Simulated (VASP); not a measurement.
# TiTe2 (P-3m1) in VASP: notebook, part 2 of 3

VASP 6.6.1.

## Step 3: Electric field gradients, PBEsol (volume scaled by 1.06)

Input file INCAR:

```
SYSTEM = TiTe2
PREC = Accurate ; ENCUT = 520
EDIFF = 1E-8 ; ISMEAR = -1
SIGMA = 0.03 ; LREAL = .False.
LASPH = .True. ; NELM = 80
ALGO = Normal ; ISIF = 2
LWAVE = .False. ; LCHARG = .False.
GGA = PS ; LEFG = .True.
NBANDS = 19
```

Input file KPOINTS:

```
regular mesh
0
Gamma
  13 13 7
  0 0 0
```

Input file POSCAR:

```
TiTe2
1.0
    3.8510785353      0.0000000000      0.0000000000
   -1.9255392676      3.3351318436      0.0000000000
    0.0000000000      0.0000000000      6.6254441201
Ti Te
1 2
Direct
    0.0000000000      0.0000000000      0.0000000000
    0.6666666667      0.3333333333      0.2628000000
    0.3333333333      0.6666666667      0.7372000000
```

Potentials or basis: VASP PAW PBE potentials, release 64 (Ti_sv, Te).

Launch:

```bash
$ cat potpaw_PBE.64/Ti_sv/POTCAR potpaw_PBE.64/Te/POTCAR > POTCAR
$ mpirun -np 1 vasp_std > vasp.out
```

OUTCAR:

```text
SYSTEM = TiTe2
   PREC = Accurate
   ENCUT = 520
   EDIFF = 1E-8
   ISMEAR = -1
   LREAL = .False.
   LASPH = .True.
   NELM = 80
   ISIF = 2
   GGA = PS

 ion  position               nearest neighbor table
   1  0.000  0.000  0.000-   2 2.82   3 2.82   2 2.82   3 2.82   2 2.82   3 2.82
   2  0.667  0.333  0.263-   1 2.82   1 2.82   1 2.82
   3  0.333  0.667  0.737-   1 2.82   1 2.82   1 2.82

  LATTYP: Found a hexagonal cell.
 ALAT       =     3.8510785353
 C/A-ratio  =     1.7204126219

  Lattice vectors:

 A1 = (   3.8510785353,   0.0000000000,   0.0000000000)
 A2 = (  -1.9255392676,   3.3351318436,   0.0000000000)
 A3 = (   0.0000000000,   0.0000000000,   6.6254441201)

Analysis of symmetry for initial positions (statically):
=====================================================================
 Subroutine PRICEL returns:
 Original cell was already a primitive cell.

 Routine SETGRP: Setting up the symmetry group for a
 hexagonal supercell.

 Subroutine GETGRP returns: Found 12 space group operations
 (whereof 12 operations were pure point group operations)
 out of a pool of 24 trial point group operations.

The static configuration has the point symmetry D_3d.

Analysis of symmetry for dynamics (positions and initial velocities):
=====================================================================
 Subroutine PRICEL returns:
 Original cell was already a primitive cell.

 Routine SETGRP: Setting up the symmetry group for a
 hexagonal supercell.

 Subroutine GETGRP returns: Found 12 space group operations
[... 167 lines left out ...]
      6      -4.7441      2.00000
[... 505 lines left out ...]
      6      -4.8013      2.00000
[... 11 lines left out ...]
     18      11.4567      0.00000
     19      12.0069      0.00000

 [... further k-points ...]

------------------------ aborting loop because EDIFF is reached ----------------------------------------

  FORCE on cell =-STRESS in cart. coord.  units (eV):
  Direction    XX          YY          ZZ          XY          YZ          ZX
  --------------------------------------------------------------------------------------
  -------------------------------------------------------------------------------------
  Total       -2.9114103     -2.9114103     -2.5763191     -0.0000000      0.0000000      0.0000000
  in kB      -54.8155309    -54.8155309    -48.5064908     -0.0000000      0.0000000      0.0000000
  external PRESSURE =     -52.7125175 kB  Pullay stress =       0.0000000 kB

 VOLUME and BASIS-vectors are now :
 -----------------------------------------------------------------------------
  energy-cutoff  :      520.00
  volume of cell :       85.10
      direct lattice vectors                 reciprocal lattice vectors
     3.851078535  0.000000000  0.000000000     0.259667517  0.149919111  0.000000000
    -1.925539268  3.335131844  0.000000000     0.000000000  0.299838221  0.000000000
     0.000000000  0.000000000  6.625444120     0.000000000  0.000000000  0.150933278

 POSITION                                       TOTAL-FORCE (eV/Angst)
 -----------------------------------------------------------------------------------
      0.00000      0.00000      0.00000         0.000000      0.000000      0.000000
      1.92554      1.11171      1.74117         0.000000      0.000000     -0.541665
     -0.00000      2.22342      4.88428        -0.000000      0.000000      0.541665
 -----------------------------------------------------------------------------------
    total drift:                               -0.000000      0.000000      0.000000

  FREE ENERGIE OF THE ION-ELECTRON SYSTEM (eV)
  ---------------------------------------------------
  free  energy   TOTEN  =       -17.3991205130 eV

  energy  without entropy=      -17.3952123747  energy(sigma->0) =      -17.39716644

 Electric field gradients (V/A^2)
---------------------------------------------------------------------
 ion       V_xx      V_yy      V_zz      V_xy      V_xz      V_yz
---------------------------------------------------------------------
   1      13.012    13.011   -26.024    -0.001    -0.000     0.000
   2      30.085    30.085   -60.170     0.000    -0.000     0.000
   3      30.085    30.085   -60.170     0.000    -0.000     0.000
---------------------------------------------------------------------

 Electric field gradients after diagonalization (V/A^2)
 (convention: |V_zz| > |V_xx| > |V_yy|)
----------------------------------------------------------------------
 ion       V_xx      V_yy      V_zz     asymmetry (V_yy - V_xx)/ V_zz
----------------------------------------------------------------------
   1      13.013    13.011   -26.024       0.000
   2      30.085    30.085   -60.170       0.000
   3      30.085    30.085   -60.170       0.000
----------------------------------------------------------------------

           NMR quadrupolar parameters

 Cq : quadrupolar parameter    Cq=e*Q*V_zz/h
 eta: asymmetry parameters     (V_yy - V_xx)/ V_zz
 Q  : nuclear electric quadrupole moment in mb (millibarn)
----------------------------------------------------------------------
 ion       Cq(MHz)       eta       Q (mb)
----------------------------------------------------------------------
   1      -0.063       0.000       1.000
   2      -0.145       0.000       1.000
   3      -0.145       0.000       1.000
----------------------------------------------------------------------
```

It took 4.3 min on 1 thread of AMD EPYC 7R13 (Zen 3), shared host; peak memory 0.32 GiB.

What came out:

```yaml
Free_energy: -17.3991 eV
Pressure: -5.3 GPa
Largest_force: 0.542 eV/Å
Band_gap_on_the_k_mesh: zero (band 12 reaches 6.38 eV, above the bottom of band 13 at 5.80 eV)
```

Forces in eV/Å, atoms in the order of the input:
```
Ti   0.000  0.000  0.000
Te   0.000  0.000 -0.542
Te   0.000  0.000  0.542
```

Levels at points of the mesh, in eV from the Fermi level:
```csv
k point,band 8,band 9,band 10,band 11,band 12,band 13,band 14,band 15,band 16,band 17
"(0.00, 0.00, 0.00)",-1.61,-1.61,0.31,0.35,0.35,0.47,0.92,0.92,2.82,2.82
```

Electric field gradients, principal values (V/Å²):
```csv
atom,least,middle,greatest (by size)
1 Ti,13.011,13.013,-26.024
2 Te,30.085,30.085,-60.170
3 Te,30.085,30.085,-60.170
```

Caveat: without QUAD_EFG the Cq values of the log hold for a quadrupole moment of 1 mb, not for the nuclei; the PAW data sets were made with another functional, which shifts forces and pressure a little; spin-orbit coupling is left out, which moves the levels of the heavy elements; this functional lacks dispersion, which binds the layers, so the pressure and a relaxed spacing across them are unreliable.

## Step 4: Electric field gradients, PBEsol (volume scaled by 0.96)

Input file INCAR:

```
PREC = Accurate
ENCUT = 520
EDIFF = 1E-8
ISMEAR = -1
SIGMA = 0.03
LREAL = False
LASPH = True
NELM = 60
ALGO = Normal
ISIF = 2
LWAVE = False
LCHARG = False
GGA = PS
LEFG = True
NBANDS = 19
```

Input file KPOINTS:

```
Automatic mesh
0
Gamma
  13 13 7
```

Input file POSCAR:

```
TiTe2
1.0
    3.7259540775      0.0000000000      0.0000000000
   -1.8629770388      3.2267708845      0.0000000000
    0.0000000000      0.0000000000      6.4101784236
Ti Te
1 2
Direct
    0.0000000000      0.0000000000      0.0000000000
    0.6666666667      0.3333333333      0.2628000000
    0.3333333333      0.6666666667      0.7372000000
```

Potentials or basis: VASP PAW PBE potentials, release 64 (Ti_sv, Te).

Launch:

```bash
$ cat potpaw_PBE.64/Ti_sv/POTCAR potpaw_PBE.64/Te/POTCAR > POTCAR
$ mpirun -np 1 vasp_std > vasp.out
```

OUTCAR:

```text
PREC = Accurate
   ENCUT = 520
   EDIFF = 1E-8
   ISMEAR = -1
   LREAL = False
   LASPH = True
   NELM = 60
   ISIF = 2
   GGA = PS

 ion  position               nearest neighbor table
   1  0.000  0.000  0.000-   2 2.73   3 2.73   2 2.73   3 2.73   2 2.73   3 2.73
   2  0.667  0.333  0.263-   1 2.73   1 2.73   1 2.73
   3  0.333  0.667  0.737-   1 2.73   1 2.73   1 2.73

  LATTYP: Found a hexagonal cell.
 ALAT       =     3.7259540775
 C/A-ratio  =     1.7204126219

  Lattice vectors:

 A1 = (   3.7259540775,   0.0000000000,   0.0000000000)
 A2 = (  -1.8629770388,   3.2267708845,   0.0000000000)
 A3 = (   0.0000000000,   0.0000000000,   6.4101784236)

Analysis of symmetry for initial positions (statically):
=====================================================================
 Subroutine PRICEL returns:
 Original cell was already a primitive cell.

[... 724 lines left out ...]
     0.000000000  0.000000000  6.410178424     0.000000000  0.000000000  0.156001898

 POSITION                                       TOTAL-FORCE (eV/Angst)
 -----------------------------------------------------------------------------------
      0.00000      0.00000      0.00000         0.000000      0.000000      0.000000
      1.86298      1.07559      1.68459        -0.000000     -0.000000      0.267907
     -0.00000      2.15118      4.72558         0.000000      0.000000     -0.267907
 -----------------------------------------------------------------------------------
    total drift:                                0.000000     -0.000000     -0.000000

  FREE ENERGIE OF THE ION-ELECTRON SYSTEM (eV)
  ---------------------------------------------------
  free  energy   TOTEN  =       -17.5317521673 eV

  energy  without entropy=      -17.5277027204  energy(sigma->0) =      -17.52972744

 Electric field gradients (V/A^2)
---------------------------------------------------------------------
 ion       V_xx      V_yy      V_zz      V_xy      V_xz      V_yz
---------------------------------------------------------------------
   1      14.370    14.372   -28.742     0.002     0.000    -0.000
   2      29.784    29.784   -59.568    -0.000     0.000    -0.000
   3      29.784    29.784   -59.568    -0.000     0.000    -0.000
---------------------------------------------------------------------

 Electric field gradients after diagonalization (V/A^2)
 (convention: |V_zz| > |V_xx| > |V_yy|)
----------------------------------------------------------------------
 ion       V_xx      V_yy      V_zz     asymmetry (V_yy - V_xx)/ V_zz
----------------------------------------------------------------------
   1      14.373    14.369   -28.742       0.000
   2      29.784    29.784   -59.568       0.000
   3      29.784    29.784   -59.568       0.000
----------------------------------------------------------------------

           NMR quadrupolar parameters

 Cq : quadrupolar parameter    Cq=e*Q*V_zz/h
 eta: asymmetry parameters     (V_yy - V_xx)/ V_zz
 Q  : nuclear electric quadrupole moment in mb (millibarn)
----------------------------------------------------------------------
 ion       Cq(MHz)       eta       Q (mb)
----------------------------------------------------------------------
   1      -0.069       0.000       1.000
   2      -0.144       0.000       1.000
   3      -0.144       0.000       1.000
----------------------------------------------------------------------
```

OSZICAR:

```text
N       E                     dE             d eps       ncg     rms          rms(c)
DAV:   1     0.177854944922E+03    0.17785E+03   -0.10783E+04  4788   0.118E+03
DAV:   2    -0.347036397903E+01   -0.18133E+03   -0.17662E+03  5037   0.300E+02
DAV:   3    -0.191140700322E+02   -0.15644E+02   -0.15245E+02  7339   0.823E+01
[... 12 lines left out ...]
DAV:  16    -0.175317520285E+02    0.10439E-05   -0.58722E-06  7275   0.139E-02    0.285E-03
DAV:  17    -0.175317521265E+02   -0.98003E-07   -0.14342E-07  5438   0.257E-03    0.160E-03
DAV:  18    -0.175317521389E+02   -0.12385E-07   -0.18986E-08  4414   0.914E-04    0.141E-03
DAV:  19    -0.175317521644E+02   -0.25566E-07   -0.23514E-08  4178   0.110E-03    0.334E-04
DAV:  20    -0.175317521673E+02   -0.28372E-08   -0.14907E-09  3009   0.373E-04
   1 F= -.17531752E+02 E0= -.17529727E+02  d E =-.404945E-02
```

Wall time 81 s (1 thread of Intel Xeon Platinum 8481C at 2.70GHz (Sapphire Rapids), shared host); peak memory 0.32 GiB.

What came out:

```yaml
Free_energy: -17.5318 eV
Pressure: 0.4 GPa
Largest_force: 0.268 eV/Å
Band_gap_on_the_k_mesh: zero (band 12 reaches 7.57 eV, above the bottom of band 13 at 6.84 eV)
```

Forces on the atoms (eV/Å):
```
Ti   0.000  0.000  0.000
Te   0.000  0.000  0.268
Te   0.000  0.000 -0.268
```

Electric field gradients, principal values (V/Å²):
```
atom   least  middle  greatest (by size)
1 Ti  14.369  14.373             -28.742
2 Te  29.784  29.784             -59.568
3 Te  29.784  29.784             -59.568
```

Caveat: without QUAD_EFG the Cq values of the log hold for a quadrupole moment of 1 mb, not for the nuclei; the PAW data sets were made with another functional, which shifts forces and pressure a little; spin-orbit coupling is left out, which moves the levels of the heavy elements; this functional lacks dispersion, which binds the layers, so the pressure and a relaxed spacing across them are unreliable.

## Step 5: Electric field gradients, PBEsol (volume scaled by 0.99)

Input file INCAR:

```
SYSTEM = TiTe2
PREC = Accurate
ENCUT = 520
EDIFF = 1E-8
ISMEAR = -1
SIGMA = 0.03
LREAL = .FALSE.
LASPH = .TRUE.
NELM = 60
ALGO = Normal
ISIF = 2
LWAVE = .FALSE.
LCHARG = .FALSE.
GGA = PS
LEFG = .TRUE.
NBANDS = 19
```

Input file KPOINTS:

```
regular mesh
0
G
  13 13 7
  0 0 0
```

Input file POSCAR:

```
TiTe2
1.0
    3.7643686832      0.0000000000      0.0000000000
   -1.8821843416      3.2600389089      0.0000000000
    0.0000000000      0.0000000000      6.4762673962
Ti Te
1 2
Direct
    0.0000000000      0.0000000000      0.0000000000
    0.6666666667      0.3333333333      0.2628000000
    0.3333333333      0.6666666667      0.7372000000
```

Potentials or basis: VASP PAW PBE potentials, release 64 (Ti_sv, Te).

Launch:

```bash
$ cat potpaw_PBE.64/Ti_sv/POTCAR potpaw_PBE.64/Te/POTCAR > POTCAR
$ mpirun -np 1 vasp_std > vasp.out
```

OUTCAR:

```text
SYSTEM = TiTe2
   PREC = Accurate
   ENCUT = 520
   EDIFF = 1E-8
   ISMEAR = -1
   LREAL = .FALSE.
   LASPH = .TRUE.
   NELM = 60
   ISIF = 2
   GGA = PS

 ion  position               nearest neighbor table
   1  0.000  0.000  0.000-   2 2.76   3 2.76   2 2.76   3 2.76   2 2.76   3 2.76
   2  0.667  0.333  0.263-   1 2.76   1 2.76   1 2.76
   3  0.333  0.667  0.737-   1 2.76   1 2.76   1 2.76

  LATTYP: Found a hexagonal cell.
 ALAT       =     3.7643686832
 C/A-ratio  =     1.7204126219

  Lattice vectors:

[... 746 lines left out ...]

  energy  without entropy=      -17.5190453325  energy(sigma->0) =      -17.52101269

 Electric field gradients (V/A^2)
---------------------------------------------------------------------
 ion       V_xx      V_yy      V_zz      V_xy      V_xz      V_yz
---------------------------------------------------------------------
   1      13.956    13.958   -27.913     0.002     0.000    -0.000
   2      30.270    30.270   -60.540    -0.000     0.000    -0.000
   3      30.270    30.270   -60.540    -0.000     0.000    -0.000
---------------------------------------------------------------------

 Electric field gradients after diagonalization (V/A^2)
 (convention: |V_zz| > |V_xx| > |V_yy|)
----------------------------------------------------------------------
 ion       V_xx      V_yy      V_zz     asymmetry (V_yy - V_xx)/ V_zz
----------------------------------------------------------------------
   1      13.959    13.955   -27.913       0.000
   2      30.270    30.270   -60.540       0.000
   3      30.270    30.270   -60.540       0.000
----------------------------------------------------------------------

           NMR quadrupolar parameters

 Cq : quadrupolar parameter    Cq=e*Q*V_zz/h
 eta: asymmetry parameters     (V_yy - V_xx)/ V_zz
 Q  : nuclear electric quadrupole moment in mb (millibarn)
----------------------------------------------------------------------
 ion       Cq(MHz)       eta       Q (mb)
----------------------------------------------------------------------
   1      -0.067       0.000       1.000
   2      -0.146       0.000       1.000
   3      -0.146       0.000       1.000
----------------------------------------------------------------------
```

OSZICAR:

```text
N       E                     dE             d eps       ncg     rms          rms(c)
DAV:   1     0.177049057842E+03    0.17705E+03   -0.10766E+04  4788   0.118E+03
DAV:   2    -0.348557647364E+01   -0.18053E+03   -0.17553E+03  5063   0.297E+02
DAV:   3    -0.192679933861E+02   -0.15782E+02   -0.15248E+02  7315   0.824E+01
DAV:   4    -0.198551624205E+02   -0.58717E+00   -0.58414E+00  6275   0.145E+01
DAV:   5    -0.198752346549E+02   -0.20072E-01   -0.20066E-01  6858   0.268E+00    0.124E+01
DAV:   6    -0.198235389213E+02    0.51696E-01   -0.37133E+01  5323   0.382E+01    0.139E+01
DAV:   7    -0.177988285860E+02    0.20247E+01   -0.30332E+01  6045   0.318E+01    0.537E+00
DAV:   8    -0.175256401386E+02    0.27319E+00   -0.15626E+00  5708   0.856E+00    0.173E+00
DAV:   9    -0.175446189289E+02   -0.18979E-01   -0.23375E-01  6480   0.297E+00    0.159E+00
DAV:  10    -0.175274891060E+02    0.17130E-01   -0.29203E-01  5740   0.365E+00    0.839E-01
DAV:  11    -0.175230963950E+02    0.43927E-02   -0.36100E-02  5591   0.133E+00    0.343E-01
DAV:  12    -0.175231973476E+02   -0.10095E-03   -0.34264E-03  5702   0.402E-01    0.253E-01
DAV:  13    -0.175229867074E+02    0.21064E-03   -0.79500E-04  5756   0.200E-01    0.502E-02
DAV:  14    -0.175229899536E+02   -0.32462E-05   -0.21258E-05  5515   0.354E-02    0.429E-02
DAV:  15    -0.175229841775E+02    0.57761E-05   -0.72489E-06  6141   0.209E-02    0.248E-02
DAV:  16    -0.175229798706E+02    0.43069E-05   -0.21546E-05  6371   0.284E-02    0.289E-03
DAV:  17    -0.175229800517E+02   -0.18112E-06   -0.45730E-07  5445   0.468E-03    0.221E-03
DAV:  18    -0.175229800562E+02   -0.44979E-08   -0.28326E-08  4716   0.121E-03
   1 F= -.17522980E+02 E0= -.17521013E+02  d E =-.393472E-02
```

stdout:

```text
POSCAR found type information on POSCAR TiTe
 POSCAR found :  2 types and       3 ions
 scaLAPACK will be used
 -----------------------------------------------------------------------------
|                                                                             |
|                                                                             |
|     You enforced a specific xc type in the INCAR file but a different       |
|     I HOPE YOU KNOW WHAT YOU ARE DOING!                                     |
|                                                                             |
 -----------------------------------------------------------------------------

 LDA part: xc-table for (Slater+PW92), standard interpolation
 POSCAR, INCAR and KPOINTS ok, starting setup
 FFT: planning ... GRIDC
 FFT: planning ... GRID_SOFT
 FFT: planning ... GRID
 WAVECAR not read
 entering main loop
ion   1

ion   2

ion   3
```

Run time: 79 s. Hardware: 1 thread of Intel Xeon Platinum 8481C at 2.70GHz (Sapphire Rapids), shared host; peak memory 0.32 GiB.

What came out:

```yaml
Free_energy: -17.5230 eV
Pressure: -1.6 GPa
Largest_force: 0.005 eV/Å
Band_gap_on_the_k_mesh: zero (band 12 reaches 7.19 eV, above the bottom of band 13 at 6.51 eV)
```

Forces in eV/Å, atoms in the order of the input:
```
Ti   0.000  0.000  0.000
Te   0.000  0.000 -0.005
Te   0.000  0.000  0.005
```

Electric field gradients, principal values (V/Å²):
```
atom   least  middle  greatest (by size)
1 Ti  13.955  13.959             -27.913
2 Te  30.270  30.270             -60.540
3 Te  30.270  30.270             -60.540
```

Caveat: without QUAD_EFG the Cq values of the log hold for a quadrupole moment of 1 mb, not for the nuclei; the PAW data sets were made with another functional, which shifts forces and pressure a little; spin-orbit coupling is left out, which moves the levels of the heavy elements; this functional lacks dispersion, which binds the layers, so the pressure and a relaxed spacing across them are unreliable.

(Part 2 of 3 ends here.)
